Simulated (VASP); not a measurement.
Here is a VASP 6.6.1 calculation.

INCAR

```
SYSTEM = CaO
PREC = Accurate
ENCUT = 700
EDIFF = 1E-6
ISMEAR = 0
SIGMA = 0.1
LREAL = Auto
LASPH = .True.
NELM = 120
ALGO = Normal
ISIF = 2
LWAVE = .False.
LCHARG = .False.
GGA = PE
NBANDS = 78
ISYM = -1
GGA_COMPAT = .False.
```

Contents of KPOINTS:

```
explicit points
4
Reciprocal
  0.25000000   0.25000000   0.25000000 2
  0.25000000   0.25000000   0.75000000 2
  0.25000000   0.75000000   0.25000000 2
  0.25000000   0.75000000   0.75000000 2
```

The input POSCAR:

```
CaO
1.0
   -4.8980000000      4.8980000000      0.0000000000
   -4.8980000000      0.0000000000      4.8980000000
    0.0000000000      4.8980000000      4.8980000000
Ca O
8 8
Direct
    0.0000000000      0.0000000000      0.0000000000
    0.5000000000      0.0000000000      0.0000000000
    0.0000000000      0.5000000000      0.0000000000
    0.0000000000      0.0000000000      0.5000000000
    0.5000000000      0.5000000000      0.0000000000
    0.5000000000      0.0000000000      0.5000000000
    0.0000000000      0.5000000000      0.5000000000
    0.5000000000      0.5000000000      0.5000000000
    0.7500000000      0.7500000000      0.7500000000
    0.2500000000      0.7500000000      0.7500000000
    0.7500000000      0.2500000000      0.7500000000
    0.7500000000      0.7500000000      0.2500000000
    0.2500000000      0.2500000000      0.7500000000
    0.2500000000      0.7500000000      0.2500000000
    0.7500000000      0.2500000000      0.2500000000
    0.2500000000      0.2500000000      0.2500000000
```

Potentials or basis: VASP PAW PBE potentials, release 64 (Ca_sv, O).

Launch:

```sh
$ cat potpaw_PBE.64/Ca_sv/POTCAR potpaw_PBE.64/O/POTCAR > POTCAR
$ mpirun -np 1 vasp_std > vasp.out
```

What does it give for the pressure?

-3.6 GPa.

Predict the band gap on the k mesh.

4.30 eV.

Caveat: the cell stands under tension; a shifted mesh leaves out Γ, where band edges can lie. A k mesh can miss the band edges.
